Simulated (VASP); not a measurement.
# K4Mg3VF12 (P4/mmm) in VASP: single point with PBEsol

Aim: the single point of K4Mg3VF12 with PBEsol.

All numbers are computed with VASP 6.6.1; they aren't measurements. Logs are shortened: lines on timing, memory, paths and dates and some standing lists are left out, and cuts for length are marked.

### Step 1. The cell of the first run

The structure is tetragonal, space group P4/mmm (No. 123). Conventional cell: a = 5.642 Å, b = 5.642 Å, c = 7.979 Å, α = 90.00°, β = 90.00°, γ = 90.00°. Within 3.7 Å of K (site symmetry 2mm) lie 12 F at 2.81 to 2.83 Å and 6 Mg at 3.45 to 3.46 Å and 2 V at 3.46 Å. Within 2.7 Å of V (site symmetry 4/mmm) lie 6 F at 2.04 to 2.05 Å. Within 2.6 Å of Mg (site symmetry 4/mmm) lie 6 F at 1.94 to 2.00 Å. Within 2.6 Å of Mg (site symmetry 4/mmm) lie 6 F at 1.95 to 2.00 Å. Mg (site symmetry 4/mmm) has 6 F at 1.99 Å within 2.6 Å. Within 2.6 Å of F (site symmetry m2m) lie 1 Mg at 1.95 Å and 1 V at 2.04 Å. Within 2.6 Å of F (site symmetry m2m) lie 2 Mg at 1.99 to 2.00 Å. F (site symmetry 4mm) has 1 Mg at 1.94 Å and 1 V at 2.05 Å within 2.6 Å.

### Step 2. Single point, PBEsol

INCAR

```
ALGO = Normal ; EDIFF = 1E-6
ENCUT = 520 ; GGA = PS
ISIF = 2 ; ISMEAR = 0
LASPH = True ; LCHARG = False
LREAL = Auto ; LWAVE = False
NBANDS = 86 ; NELM = 60
PREC = Accurate ; SIGMA = 0.05
```

KPOINTS

```
k-points
0
Gamma
  3 3 2
```

POSCAR

```
K4Mg3VF12
1.0
    3.9897000000      3.9897000000      0.0000000000
   -3.9897000000      3.9897000000      0.0000000000
    0.0000000000      0.0000000000      7.9794000000
K V Mg F
4 1 3 12
Direct
    0.5000000000      0.0000000000      0.2512002981
    0.5000000000      0.0000000000      0.7487997019
    0.0000000000      0.5000000000      0.2512002981
    0.0000000000      0.5000000000      0.7487997019
    0.0000000000      0.0000000000      0.0000000000
    0.0000000000      0.0000000000      0.5000000000
    0.5000000000      0.5000000000      0.0000000000
    0.5000000000      0.5000000000      0.5000000000
    0.2562295092      0.7437704908      0.0000000000
    0.2502879233      0.7497120767      0.5000000000
    0.7437704908      0.2562295092      0.0000000000
    0.7497120767      0.2502879233      0.5000000000
    0.2562295092      0.2562295092      0.0000000000
    0.2502879233      0.2502879233      0.5000000000
    0.7437704908      0.7437704908      0.0000000000
    0.7497120767      0.7497120767      0.5000000000
    0.0000000000      0.0000000000      0.2567536721
    0.0000000000      0.0000000000      0.7432463279
    0.5000000000      0.5000000000      0.2510090051
    0.5000000000      0.5000000000      0.7489909949
```

Potentials or basis: VASP PAW PBE potentials, release 64 (K_sv, V_sv, Mg, F).

On the command line:

```console
cat potpaw_PBE.64/K_sv/POTCAR potpaw_PBE.64/V_sv/POTCAR potpaw_PBE.64/Mg/POTCAR potpaw_PBE.64/F/POTCAR > POTCAR
mpirun -np 1 vasp_std > vasp.out
```

OUTCAR:

```text
EDIFF = 1E-6
   ENCUT = 520
   GGA = PS
   ISIF = 2
   ISMEAR = 0
   LASPH = True
   LREAL = Auto
   NELM = 60
   PREC = Accurate

 ion  position               nearest neighbor table
   1  0.500  0.000  0.251-  10 2.81  12 2.81  14 2.81  16 2.81  19 2.82  19 2.82  17 2.82  17 2.82
                            13 2.83  11 2.83  15 2.83   9 2.83   8 3.45   6 3.45   6 3.45   8 3.45
   2  0.500  0.000  0.749-  10 2.81  12 2.81  14 2.81  16 2.81  20 2.82  20 2.82  18 2.82  18 2.82
                            13 2.83  11 2.83  15 2.83   9 2.83   8 3.45   6 3.45   6 3.45   8 3.45
   3  0.000  0.500  0.251-  10 2.81  12 2.81  14 2.81  16 2.81  19 2.82  19 2.82  17 2.82  17 2.82
                            13 2.83  11 2.83  15 2.83   9 2.83   6 3.45   6 3.45   8 3.45   8 3.45
   4  0.000  0.500  0.749-  10 2.81  12 2.81  14 2.81  16 2.81  20 2.82  20 2.82  18 2.82  18 2.82
                            13 2.83  11 2.83  15 2.83   9 2.83   6 3.45   6 3.45   8 3.45   8 3.45
   5  0.000  0.000  0.000-   9 2.04  11 2.04  13 2.04  15 2.04  17 2.05  18 2.05
   6  0.000  0.000  0.500-  17 1.94  18 1.94  14 2.00  16 2.00  10 2.00  12 2.00   3 3.45   4 3.45
                             1 3.45   2 3.45   3 3.45   4 3.45   1 3.45   2 3.45
   7  0.500  0.500  0.000-   9 1.95  11 1.95  13 1.95  15 1.95  19 2.00  20 2.00   3 3.46   4 3.46
                             1 3.46   2 3.46   1 3.46   2 3.46   3 3.46   4 3.46
   8  0.500  0.500  0.500-  19 1.99  20 1.99  14 1.99  16 1.99  10 1.99  12 1.99   3 3.45   4 3.45
                             1 3.45   2 3.45   1 3.45   2 3.45   3 3.45   4 3.45
   9  0.256  0.744  0.000-   7 1.95   5 2.04   3 2.83   4 2.83   1 2.83   2 2.83
  10  0.250  0.750  0.500-   8 1.99   6 2.00   3 2.81   4 2.81   1 2.81   2 2.81
  11  0.744  0.256  0.000-   7 1.95   5 2.04   3 2.83   4 2.83   1 2.83   2 2.83
  12  0.750  0.250  0.500-   8 1.99   6 2.00   3 2.81   4 2.81   1 2.81   2 2.81
  13  0.256  0.256  0.000-   7 1.95   5 2.04   3 2.83   4 2.83   1 2.83   2 2.83
  14  0.250  0.250  0.500-   8 1.99   6 2.00   3 2.81   4 2.81   1 2.81   2 2.81
  15  0.744  0.744  0.000-   7 1.95   5 2.04   3 2.83   4 2.83   1 2.83   2 2.83
  16  0.750  0.750  0.500-   8 1.99   6 2.00   3 2.81   4 2.81   1 2.81   2 2.81
  17  0.000  0.000  0.257-   6 1.94   5 2.05   1 2.82   3 2.82   3 2.82   1 2.82
  18  0.000  0.000  0.743-   6 1.94   5 2.05   2 2.82   4 2.82   4 2.82   2 2.82
  19  0.500  0.500  0.251-   8 1.99   7 2.00   1 2.82   3 2.82   1 2.82   3 2.82
  20  0.500  0.500  0.749-   8 1.99   7 2.00   2 2.82   4 2.82   2 2.82   4 2.82

  LATTYP: Found a simple tetragonal cell.
 ALAT       =     5.6422878498
 C/A-ratio  =     1.4142135624

  Lattice vectors:

 A1 = (   3.9897000000,   3.9897000000,   0.0000000000)
 A2 = (  -3.9897000000,   3.9897000000,   0.0000000000)
 A3 = (   0.0000000000,   0.0000000000,   7.9794000000)

Analysis of symmetry for initial positions (statically):
=====================================================================
 Subroutine PRICEL returns:
 Original cell was already a primitive cell.

 Routine SETGRP: Setting up the symmetry group for a
 simple tetragonal supercell.

 Subroutine GETGRP returns: Found 16 space group operations
 (whereof 16 operations were pure point group operations)
 out of a pool of 16 trial point group operations.

The static configuration has the point symmetry D_4h.

Analysis of symmetry for dynamics (positions and initial velocities):
=====================================================================
 Subroutine PRICEL returns:
 Original cell was already a primitive cell.

 Routine SETGRP: Setting up the symmetry group for a
 simple tetragonal supercell.

 Subroutine GETGRP returns: Found 16 space group operations
 (whereof 16 operations were pure point group operations)
 out of a pool of 16 trial point group operations.

The dynamic configuration has the point symmetry D_4h.

 Subroutine INISYM returns: Found 16 space group operations
 (whereof 16 operations are pure point group operations),
 and found     1 'primitive' translations

----------------------------------------------------------------------------------------

                                     Primitive cell

  volume of cell :     254.0275

  direct lattice vectors                    reciprocal lattice vectors
     3.989700000  3.989700000  0.000000000     0.125322706  0.125322706  0.000000000
    -3.989700000  3.989700000  0.000000000    -0.125322706  0.125322706  0.000000000
     0.000000000  0.000000000  7.979400000     0.000000000  0.000000000  0.125322706

  length of vectors
     5.642287850  5.642287850  7.979400000     0.177233070  0.177233070  0.125322706

  position of ions in fractional coordinates (direct lattice)
     0.500000000  0.000000000  0.251200298
     0.500000000  0.000000000  0.748799702
     0.000000000  0.500000000  0.251200298
     0.000000000  0.500000000  0.748799702
[... 52 lines left out ...]
    -0.041774235  0.041774235  0.000000000     0.000000000  0.333333333  0.000000000
     0.000000000  0.000000000  0.062661353     0.000000000  0.000000000  0.500000000

  Length of vectors
     0.059077690  0.059077690  0.062661353

  Shift w.r.t. Gamma in fractional coordinates (k-lattice)
     0.000000000  0.000000000  0.000000000

 Subroutine IBZKPT returns following result:
 ===========================================

 Found      6 irreducible k-points:

 Following reciprocal coordinates:
            Coordinates               Weight
  0.000000  0.000000  0.000000      1.000000
  0.333333  0.000000  0.000000      4.000000
  0.333333  0.333333  0.000000      4.000000
  0.000000  0.000000  0.500000      1.000000
  0.333333  0.000000  0.500000      4.000000
  0.333333  0.333333  0.500000      4.000000
   k-points           NKPTS =      6   k-points in BZ     NKDIM =      6   number of bands    NBANDS=     86
   number of dos      NEDOS =    301   number of ions     NIONS =     20
   total plane-waves  NPLWV = 105840
   dimension x,y,z NGX =    42 NGY =   42 NGZ =   60
   dimension x,y,z NGXF=    84 NGYF=   84 NGZF=  120
   ions per type =               4   1   3  12
   NGX,Y,Z   is equivalent  to a cutoff of  12.37, 12.37, 12.50 a.u.
   NGXF,Y,Z  is equivalent  to a cutoff of  24.75, 24.75, 25.00 a.u.
 SYSTEM =  unknown system
   PREC   = accura    normal or accurate (medium, high low for compatibility)
   ISTART =      0    job   : 0-new  1-cont  2-samecut
   ICHARG =      2    charge: 1-file 2-atom 10-const
   ISPIN  =      1    spin polarized calculation?
   LNONCOLLINEAR =      F non collinear calculations
   LSORBIT =      F    spin-orbit coupling
   LASPH  =      T    aspherical Exc in radial PAW
   ENCUT  =  520.0 eV  38.22 Ry    6.18 a.u.  10.49 10.49 14.84*2*pi/ulx,y,z
   NELM   =     60;   NELMIN=  2; NELMDL= -5     # of ELM steps
   EDIFF  = 0.1E-05   stopping-criterion for ELM
   LREAL  =      T    real-space projection
   EDIFFG = 0.1E-04   stopping-criterion for IOM
   NSW    =      0    number of steps for IOM
   IBRION =     -1    ionic relax: 0-MD 1-quasi-New 2-CG
   NFREE  =      0    steps in history (QN), initial steepest desc. (CG)
   ISIF   =      2    stress and relaxation
   ISYM   =      2    0-nonsym 1-usesym 2-fastsym
   POTIM  = 0.5000    time-step for ionic-motion
   TEBEG  =    0.0;   TEEND  =   0.0 temperature during run
   PSTRESS=    0.0 pullay stress
   NELECT =     139.0000    total number of electrons
   NUPDOWN=      -1.0000    fix difference up-down
   EMIN   =  10.00;   EMAX   =-10.00  energy-range for DOS
   EFERMI =   0.00;   METHOD = LEGACY
   ISMEAR =     0;   SIGMA  =   0.05  broadening in eV -4-tet -1-fermi 0-gaus
   EFERMI_NEDOS =   21; number of points for ismear=-14 and -15
   IALGO  =     38    algorithm
   IMIX   =      4    mixing-type and parameters
     AMIX     =   0.40;   BMIX     =  1.00
     AMIX_MAG =   1.60;   BMIX_MAG =  1.00
  volume/ion in A,a.u.               =      12.70        85.71
  Fermi-wavevector in a.u.,A,eV,Ry     =   1.339017  2.530376 24.394802  1.792967
  Thomas-Fermi vector in A             =   2.467442
   LORBIT       =      0    0 simple, 1 ext, 2 COOP (PROOUT), +10 PAW based schemes
   GGA     = PS    functional components
   LHFCALC =     F    Hartree Fock is set to
   AEXX    =    0.0000 exact exchange contribution
   IVDW    =     0    specifies the selected vdW correction
   LEPSILON=     F    determine dielectric tensor
   LRPA    =     F    only Hartree local field effects (RPA)
 non-spin polarized calculation
 Gauss-broadening in eV      SIGMA  =   0.05
  energy-cutoff  :      520.00
  volume of cell :      254.03
 maximum number of plane-waves:      6865
 NGX is ok and might be reduce to    42
   NGX = 21   NGY = 21   NGZ = 29

 number of electron     138.9999892 magnetization

 Free energy of the ion-electron system (eV)
  ---------------------------------------------------
  ext. energy  EPLUGINS =         0.00000000
  ---------------------------------------------------
  free energy    TOTEN  =      -103.45535802 eV

  energy without entropy =     -103.38374345  energy(sigma->0) =     -103.41955073

 E-fermi :   5.1246     XC(G=0): -10.0897

 val. band max:        5.1234289066   @ k =   0.3333   0.0000   0.5000
 cond. band min:       5.1267068147   @ k =   0.3333   0.0000   0.0000
 fundamental gap:      0.0032779081
 Fermi energy:         5.1245938006

 k-point     1 :       0.0000    0.0000    0.0000
  band No.  band energies     occupation
      1     -59.5610      2.00000
      2     -33.6498      2.00000
      3     -33.6498      2.00000
      4     -33.6360      2.00000
      5     -26.9326      2.00000
      6     -26.9023      2.00000
[... 493 lines left out ...]
     80       9.5654      0.00000
     81       9.6354      0.00000
 [bands above 81 left out]

------------------------ aborting loop because EDIFF is reached ----------------------------------------

  FORCE on cell =-STRESS in cart. coord.  units (eV):
  Direction    XX          YY          ZZ          XY          YZ          ZX
  --------------------------------------------------------------------------------------
  -------------------------------------------------------------------------------------
  Total        1.6985504      1.6985504      1.7298071      0.0000000     -0.0000000      0.0000000
  in kB       10.7129307     10.7129307     10.9100701      0.0000000     -0.0000000      0.0000000
  external PRESSURE =      10.7786439 kB  Pullay stress =       0.0000000 kB

 VOLUME and BASIS-vectors are now :
 -----------------------------------------------------------------------------
  energy-cutoff  :      520.00
  volume of cell :      254.03
      direct lattice vectors                 reciprocal lattice vectors
     3.989700000  3.989700000  0.000000000     0.125322706  0.125322706  0.000000000
    -3.989700000  3.989700000  0.000000000    -0.125322706  0.125322706  0.000000000
     0.000000000  0.000000000  7.979400000     0.000000000  0.000000000  0.125322706

 POSITION                                       TOTAL-FORCE (eV/Angst)
 -----------------------------------------------------------------------------------
      1.99485      1.99485      2.00443         0.000000      0.000000     -0.015442
      1.99485      1.99485      5.97497         0.000000      0.000000      0.015442
     -1.99485      1.99485      2.00443         0.000000      0.000000     -0.015442
     -1.99485      1.99485      5.97497         0.000000      0.000000      0.015442
      0.00000      0.00000      0.00000         0.000000      0.000000      0.000000
      0.00000      0.00000      3.98970         0.000000      0.000000      0.000000
[... 12 lines left out ...]
      0.00000      3.98970      2.00290        -0.000000      0.000000     -0.009773
      0.00000      3.98970      5.97650        -0.000000      0.000000      0.009773
 -----------------------------------------------------------------------------------
    total drift:                               -0.000000      0.000000     -0.000000

  FREE ENERGIE OF THE ION-ELECTRON SYSTEM (eV)
  ---------------------------------------------------
  free  energy   TOTEN  =      -103.4553580184 eV

  energy  without entropy=     -103.3837434477  energy(sigma->0) =     -103.41955073
```

Run time: 8.1 min. Hardware: 1 thread of Intel Xeon 8259CL, shared host; peak memory 0.37 GiB.

What came out:

| Property | Result |
| --- | --- |
| Free energy | -103.4554 eV |
| Pressure | 1.1 GPa |
| Largest force | 0.235 eV/Å |
| Band gap on the k mesh | zero (an odd number of electrons rules out a gap without spin polarisation) |

Forces in eV/Å, atoms in the order of the input:
```
K    0.000  0.000 -0.015
K    0.000  0.000  0.015
K    0.000  0.000 -0.015
K    0.000  0.000  0.015
V    0.000  0.000  0.000
Mg   0.000  0.000  0.000
Mg   0.000  0.000  0.000
Mg   0.000  0.000  0.000
F   -0.235  0.000  0.000
F   -0.004  0.000  0.000
F    0.235  0.000  0.000
F    0.004  0.000  0.000
F    0.000 -0.235  0.000
F    0.000 -0.004  0.000
F    0.000  0.235  0.000
F    0.000  0.004  0.000
F    0.000  0.000 -0.223
F    0.000  0.000  0.223
F    0.000  0.000 -0.010
F    0.000  0.000  0.010
```

Caveat: the k points lie up to 0.39 Å⁻¹ apart, too coarse for converged energies and pressures of a metal; the PAW data sets were made with another functional, which shifts forces and pressure a little; an odd number of electrons without spin polarisation forces a metal; a magnetic or distorted state may lie lower; the run has no spin polarisation, though such a crystal can be magnetic; semilocal functionals often make such compounds metallic where correlation or magnetic order opens a gap, which also shifts bond lengths. With open d or f shells a metallic result of PBEsol can be an artefact of self-interaction; +U or a hybrid may open a gap.
